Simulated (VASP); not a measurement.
# CdF2 (Fm-3m) in VASP: further runs

Runs on CdF2. Level: PBE. Tasks: density of states, vibrations by perturbation theory, elastic constants.

Everything below comes from runs of VASP 6.6.1. Logs are shortened: lines on timing, memory, paths and dates and some standing lists are left out, and cuts for length are marked.

### Step 1. The cell of the first run

Symmetry: Fm-3m, No. 225, cubic system. Conventional cell: a = 5.481 Å, b = 5.481 Å, c = 5.481 Å, α = 90.00°, β = 90.00°, γ = 90.00°. Cd (site symmetry m-3m) has 8 F at 2.37 Å within 3.1 Å. Within 3.1 Å of F (site symmetry -43m) lie 4 Cd at 2.37 Å and 6 F at 2.74 Å.

### Step 2. Density of states, PBE

The input, POSCAR:

```
CdF2
1.0
    0.0000000000      2.7405401653      2.7405401653
    2.7405401653      0.0000000000      2.7405401653
    2.7405401653      2.7405401653      0.0000000000
Cd F
1 2
Direct
    0.5000000000      0.5000000000      0.5000000000
    0.2500000000      0.2500000000      0.2500000000
    0.7500000000      0.7500000000      0.7500000000
```

The input, INCAR.step1:

```
SYSTEM = CdF2
PREC     = Accurate       ! precision mode
ENCUT    = 520            ! plane-wave cutoff, eV
EDIFF    = 1E-6           ! SCF threshold, eV
ISMEAR   = 0              ! smearing method
SIGMA    = 0.02           ! smearing width, eV
LREAL    = .FALSE.        ! projectors in reciprocal space
LASPH    = .TRUE.         ! aspherical terms in the spheres
NELM     = 60             ! most SCF steps
ALGO     = Normal         ! electronic algorithm
ISIF     = 2              ! what is computed and relaxed
LWAVE    = .FALSE.        ! write WAVECAR
LCHARG   = .TRUE.         ! write CHGCAR
GGA      = PE             ! functional
NBANDS   = 20             ! bands
```

The input, KPOINTS.step1:

```
regular mesh
0
G
  8 8 8
  0 0 0
```

The input, INCAR.step2:

```
SYSTEM = CdF2
PREC     = Accurate       ! precision mode
ENCUT    = 520            ! plane-wave cutoff, eV
EDIFF    = 1E-6           ! SCF threshold, eV
ISMEAR   = -5             ! smearing method
SIGMA    = 0.02           ! smearing width, eV
LREAL    = .FALSE.        ! projectors in reciprocal space
LASPH    = .TRUE.         ! aspherical terms in the spheres
NELM     = 60             ! most SCF steps
ALGO     = Normal         ! electronic algorithm
ISIF     = 2              ! what is computed and relaxed
LWAVE    = .FALSE.        ! write WAVECAR
LCHARG   = .FALSE.        ! write CHGCAR
GGA      = PE             ! functional
LORBIT   = 10             ! projections on sites
NEDOS    = 1001           ! points of the DOS
ICHARG   = 11             ! starting density
```

The input, KPOINTS.step2:

```
regular mesh
0
G
  12 12 12
  0 0 0
```

Potentials or basis: VASP PAW PBE potentials, release 64 (Cd, F).

On the command line:

```sh
cat potpaw_PBE.64/Cd/POTCAR potpaw_PBE.64/F/POTCAR > POTCAR
cp INCAR.step1 INCAR
cp KPOINTS.step1 KPOINTS
mpirun -np 1 vasp_std > vasp.out
cp INCAR.step2 INCAR
cp KPOINTS.step2 KPOINTS
mpirun -np 1 vasp_std > vasp.out
```

OUTCAR:

```text
SYSTEM = CdF2
   PREC = Accurate
   ENCUT = 520
   EDIFF = 1E-6
   ISMEAR = -5
   LREAL = .FALSE.
   LASPH = .TRUE.
   NELM = 60
   ISIF = 2
   GGA = PE
   LORBIT = 10
   ICHARG = 11

 ion  position               nearest neighbor table
   1  0.500  0.500  0.500-   2 2.37   2 2.37   2 2.37   2 2.37   3 2.37   3 2.37   3 2.37   3 2.37

   2  0.250  0.250  0.250-   1 2.37   1 2.37   1 2.37   1 2.37
   3  0.750  0.750  0.750-   1 2.37   1 2.37   1 2.37   1 2.37

  LATTYP: Found a face centered cubic cell.
 ALAT       =     5.4810803306

  Lattice vectors:

 A1 = (   0.0000000000,   2.7405401653,   2.7405401653)
 A2 = (   2.7405401653,   0.0000000000,   2.7405401653)
 A3 = (   2.7405401653,   2.7405401653,   0.0000000000)

Analysis of symmetry for initial positions (statically):
=====================================================================
 Subroutine PRICEL returns:
 Original cell was already a primitive cell.

 Routine SETGRP: Setting up the symmetry group for a
 face centered cubic supercell.

 Subroutine GETGRP returns: Found 48 space group operations
 (whereof 48 operations were pure point group operations)
 out of a pool of 48 trial point group operations.

The static configuration has the point symmetry O_h .

Analysis of symmetry for dynamics (positions and initial velocities):
=====================================================================
 Subroutine PRICEL returns:
 Original cell was already a primitive cell.

 Routine SETGRP: Setting up the symmetry group for a
 face centered cubic supercell.

 Subroutine GETGRP returns: Found 48 space group operations
 (whereof 48 operations were pure point group operations)
 out of a pool of 48 trial point group operations.

The dynamic configuration has the point symmetry O_h .

 Subroutine INISYM returns: Found 48 space group operations
 (whereof 48 operations are pure point group operations),
 and found     1 'primitive' translations

----------------------------------------------------------------------------------------

                                     Primitive cell

  volume of cell :      41.1660

  direct lattice vectors                    reciprocal lattice vectors
     0.000000000  2.740540165  2.740540165    -0.182445784  0.182445784  0.182445784
     2.740540165  0.000000000  2.740540165     0.182445784 -0.182445784  0.182445784
     2.740540165  2.740540165  0.000000000     0.182445784  0.182445784 -0.182445784

  length of vectors
     3.875709070  3.875709070  3.875709070     0.316005368  0.316005368  0.316005368

  position of ions in fractional coordinates (direct lattice)
     0.500000000  0.500000000  0.500000000
     0.250000000  0.250000000  0.250000000
     0.750000000  0.750000000  0.750000000

  ion indices of the primitive-cell ions
   primitive index   ion index
                 1           1
                 2           2
                 3           3

----------------------------------------------------------------------------------------

 KPOINTS: regular mesh

Automatic generation of k-mesh.
 Grid dimensions read from file:
 generate k-points for:   12   12   12

 Generating k-lattice:

  Cartesian coordinates                     Fractional coordinates (reciprocal lattice)
    -0.015203815  0.015203815  0.015203815     0.083333333  0.000000000  0.000000000
     0.015203815 -0.015203815  0.015203815     0.000000000  0.083333333  0.000000000
     0.015203815  0.015203815 -0.015203815     0.000000000  0.000000000  0.083333333

  Length of vectors
     0.026333781  0.026333781  0.026333781

  Shift w.r.t. Gamma in fractional coordinates (k-lattice)
     0.000000000  0.000000000  0.000000000

 TETIRR: Found    247 inequivalent tetrahedra from    10368

 Subroutine IBZKPT returns following result:
 ===========================================

 Found     72 irreducible k-points:

 Following reciprocal coordinates:
            Coordinates               Weight
  0.000000  0.000000  0.000000      1.000000
  0.083333  0.000000  0.000000      8.000000
  0.166667  0.000000  0.000000      8.000000
  0.250000  0.000000  0.000000      8.000000
  0.333333  0.000000  0.000000      8.000000
  0.416667  0.000000  0.000000      8.000000
[... 16 lines left out ...]
  0.500000  0.166667  0.000000     24.000000
 -0.416667  0.166667  0.000000     24.000000
 [... further k-points ...]
   k-points           NKPTS =     72   k-points in BZ     NKDIM =     72   number of bands    NBANDS=     17
   number of dos      NEDOS =   1001   number of ions     NIONS =      3
   total plane-waves  NPLWV =  27000
   dimension x,y,z NGX =    30 NGY =   30 NGZ =   30
   dimension x,y,z NGXF=    60 NGYF=   60 NGZF=   60
   ions per type =               1   2
   NGX,Y,Z   is equivalent  to a cutoff of  12.87, 12.87, 12.87 a.u.
   NGXF,Y,Z  is equivalent  to a cutoff of  25.74, 25.74, 25.74 a.u.
 SYSTEM =  CdF2
   PREC   = accura    normal or accurate (medium, high low for compatibility)
   ISTART =      0    job   : 0-new  1-cont  2-samecut
   ICHARG =     11    charge: 1-file 2-atom 10-const
   ISPIN  =      1    spin polarized calculation?
   LNONCOLLINEAR =      F non collinear calculations
   LSORBIT =      F    spin-orbit coupling
   LASPH  =      T    aspherical Exc in radial PAW
   ENCUT  =  520.0 eV  38.22 Ry    6.18 a.u.   7.21  7.21  7.21*2*pi/ulx,y,z
   NELM   =     60;   NELMIN=  2; NELMDL=  0     # of ELM steps
   EDIFF  = 0.1E-05   stopping-criterion for ELM
   LREAL  =      F    real-space projection
   EDIFFG = 0.1E-04   stopping-criterion for IOM
   NSW    =      0    number of steps for IOM
   IBRION =     -1    ionic relax: 0-MD 1-quasi-New 2-CG
   NFREE  =      0    steps in history (QN), initial steepest desc. (CG)
   ISIF   =      2    stress and relaxation
   ISYM   =      2    0-nonsym 1-usesym 2-fastsym
   POTIM  = 0.5000    time-step for ionic-motion
   TEBEG  =    0.0;   TEEND  =   0.0 temperature during run
   PSTRESS=    0.0 pullay stress
   NELECT =      26.0000    total number of electrons
   NUPDOWN=      -1.0000    fix difference up-down
   EMIN   =  10.00;   EMAX   =-10.00  energy-range for DOS
   EFERMI =   0.00;   METHOD = LEGACY
   ISMEAR =    -5;   SIGMA  =   0.02  broadening in eV -4-tet -1-fermi 0-gaus
   EFERMI_NEDOS =   21; number of points for ismear=-14 and -15
   IALGO  =     38    algorithm
   IMIX   =      4    mixing-type and parameters
     AMIX     =   0.40;   BMIX     =  1.00
     AMIX_MAG =   1.60;   BMIX_MAG =  1.00
  volume/ion in A,a.u.               =      13.72        92.60
  Fermi-wavevector in a.u.,A,eV,Ry     =   1.404601  2.654312 26.843005  1.972905
  Thomas-Fermi vector in A             =   2.527147
   LORBIT       =     10    0 simple, 1 ext, 2 COOP (PROOUT), +10 PAW based schemes
   GGA     = PE    functional components
   LHFCALC =     F    Hartree Fock is set to
   AEXX    =    0.0000 exact exchange contribution
   IVDW    =     0    specifies the selected vdW correction
   LEPSILON=     F    determine dielectric tensor
   LRPA    =     F    only Hartree local field effects (RPA)
 non-spin polarized calculation
 Fermi weights with tetrahedron method with Bloechl corrections
  energy-cutoff  :      520.00
  volume of cell :       41.17
 maximum number of plane-waves:      1125
 NGX is ok and might be reduce to    30

 number of electron      25.9999995 magnetization

 Free energy of the ion-electron system (eV)
  ---------------------------------------------------
  ext. energy  EPLUGINS =         0.00000000
  ---------------------------------------------------
  free energy    TOTEN  =       -10.90543835 eV

  energy without entropy =      -10.90543835  energy(sigma->0) =      -10.90543835

 E-fermi :  -1.6778     XC(G=0): -10.1355

 val. band max:       -1.6836499002   @ k =  -0.2500   0.5000   0.2500
 cond. band min:       1.2035005824   @ k =   0.0000   0.0000   0.0000
 fundamental gap:      2.8871504826
 Fermi energy:        -1.6778006681

 k-point     1 :       0.0000    0.0000    0.0000
  band No.  band energies     occupation
      1     -22.2158      2.00000
      2     -21.2477      2.00000
      3      -7.1669      2.00000
      4      -7.1669      2.00000
      5      -7.1669      2.00000
      6      -6.1622      2.00000
[... 9 lines left out ...]
     16      10.7678      0.00000
     17      10.7678      0.00000

 k-point     2 :       0.0833    0.0000    0.0000
  band No.  band energies     occupation
      1     -22.1974      2.00000
      2     -21.2650      2.00000
      3      -7.1434      2.00000
      4      -7.1434      2.00000
      5      -7.1018      2.00000
      6      -6.1688      2.00000
[... 9 lines left out ...]
     16      10.8621      0.00000
     17      10.8621      0.00000

 k-point     3 :       0.1667    0.0000    0.0000
  band No.  band energies     occupation
      1     -22.1411      2.00000
      2     -21.3148      2.00000
      3      -7.0804      2.00000
      4      -7.0804      2.00000
      5      -6.9164      2.00000
      6      -6.1821      2.00000
[... 9 lines left out ...]
     16      11.1273      0.00000
     17      11.1273      0.00000

 k-point     4 :       0.2500    0.0000    0.0000
  band No.  band energies     occupation
      1     -22.0551      2.00000
      2     -21.3906      2.00000
      3      -6.9994      2.00000
      4      -6.9994      2.00000
      5      -6.6403      2.00000
      6      -6.1850      2.00000
[... 9 lines left out ...]
     16      11.5095      0.00000
     17      11.5095      0.00000

 k-point     5 :       0.3333    0.0000    0.0000
  band No.  band energies     occupation
      1     -21.9491      2.00000
      2     -21.4849      2.00000
      3      -6.9298      2.00000
      4      -6.9298      2.00000
      5      -6.3260      2.00000
      6      -6.1620      2.00000
[... 9 lines left out ...]
     16      11.9199      0.00000
     17      11.9199      0.00000

 k-point     6 :       0.4167    0.0000    0.0000
  band No.  band energies     occupation
      1     -21.8343      2.00000
      2     -21.5915      2.00000
      3      -6.8901      2.00000
      4      -6.8901      2.00000
      5      -6.1225      2.00000
      6      -6.1225      2.00000
[... 9 lines left out ...]
     16      12.2421      0.00000
     17      12.2421      0.00000
[... 281 lines left out ...]
 k-point    21 :       0.3333    0.1667    0.0000
  band No.  band energies     occupation
      1     -21.9775      2.00000
      2     -21.4526      2.00000
      3      -6.8669      2.00000
      4      -6.8664      2.00000
      5      -6.4299      2.00000
      6      -6.3581      2.00000
[... 9 lines left out ...]
     16      11.4890      0.00000
     17      11.6941      0.00000

 k-point    22 :       0.4167    0.1667    0.0000
  band No.  band energies     occupation
      1     -21.8812      2.00000
      2     -21.5376      2.00000
      3      -6.8145      2.00000
      4      -6.8030      2.00000
      5      -6.3178      2.00000
      6      -6.1835      2.00000
[... 9 lines left out ...]
     16      11.4926      0.00000
     17      12.0095      0.00000

 k-point    23 :       0.5000    0.1667    0.0000
  band No.  band energies     occupation
      1     -21.7804      2.00000
      2     -21.6315      2.00000
      3      -6.8006      2.00000
      4      -6.7678      2.00000
      5      -6.2250      2.00000
      6      -6.1094      2.00000
[... 9 lines left out ...]
     16      11.3638      0.00000
     17      12.2687      0.00000

 k-point    24 :      -0.4167    0.1667    0.0000
  band No.  band energies     occupation
      1     -21.7421      2.00000
      2     -21.6692      2.00000
      3      -6.8095      2.00000
      4      -6.7583      2.00000
      5      -6.1651      2.00000
      6      -6.1450      2.00000
[... 9 lines left out ...]
     16      11.1922      0.00000
     17      12.4030      0.00000

 [... further k-points ...]
[... 5 lines left out ...]
  --------------------------------------------------------------------------------------
  -------------------------------------------------------------------------------------
  Total        0.1354849      0.1354849      0.1354849      0.0000000      0.0000000     -0.0000000
  in kB        5.2730612      5.2730612      5.2730612      0.0000000      0.0000000     -0.0000000
  external PRESSURE =       5.2730612 kB  Pullay stress =       0.0000000 kB

 VOLUME and BASIS-vectors are now :
 -----------------------------------------------------------------------------
  energy-cutoff  :      520.00
  volume of cell :       41.17
      direct lattice vectors                 reciprocal lattice vectors
     0.000000000  2.740540165  2.740540165    -0.182445784  0.182445784  0.182445784
     2.740540165  0.000000000  2.740540165     0.182445784 -0.182445784  0.182445784
     2.740540165  2.740540165  0.000000000     0.182445784  0.182445784 -0.182445784

 POSITION                                       TOTAL-FORCE (eV/Angst)
 -----------------------------------------------------------------------------------
      2.74054      2.74054      2.74054         0.000000      0.000000     -0.000000
      1.37027      1.37027      1.37027        -0.000000     -0.000000     -0.000000
      4.11081      4.11081      4.11081         0.000000      0.000000      0.000000
 -----------------------------------------------------------------------------------
    total drift:                                0.000000     -0.000000      0.000000

  FREE ENERGIE OF THE ION-ELECTRON SYSTEM (eV)
  ---------------------------------------------------
  free  energy   TOTEN  =       -10.9054383539 eV

  energy  without entropy=      -10.9054383539  energy(sigma->0) =      -10.90543835

 total charge

# of ion       s       p       d       tot
------------------------------------------
    1        0.223   0.177   9.679  10.079
    2        1.739   4.330   0.000   6.069
    3        1.739   4.330   0.000   6.069
--------------------------------------------------
tot          3.701   8.838   9.679  22.218
```

Wall time 22 s (1 thread of Intel Xeon 6975P-C (Granite Rapids), shared host); peak memory 0.19 GiB.

Results:

- Valence electrons inside the program's atomic spheres: Cd 10.08; F 6.07

Levels at points of the mesh, in eV from the valence-band top:
```csv
k point,band 9,band 10,band 11,band 12,band 13,band 14,band 15,band 16,band 17
"(0.00, 0.00, 0.00)",-0.85,-0.85,-0.56,-0.56,-0.56,2.89,12.45,12.45,12.45
"(0.50, 0.00, 0.00)",-2.06,-1.65,-1.65,-0.43,-0.43,6.79,8.98,14.05,14.05
"(0.50, 0.50, 0.00)",-2.70,-2.70,-0.41,-0.08,-0.08,7.58,9.37,11.81,13.82
```

[end of part 1 of 2]
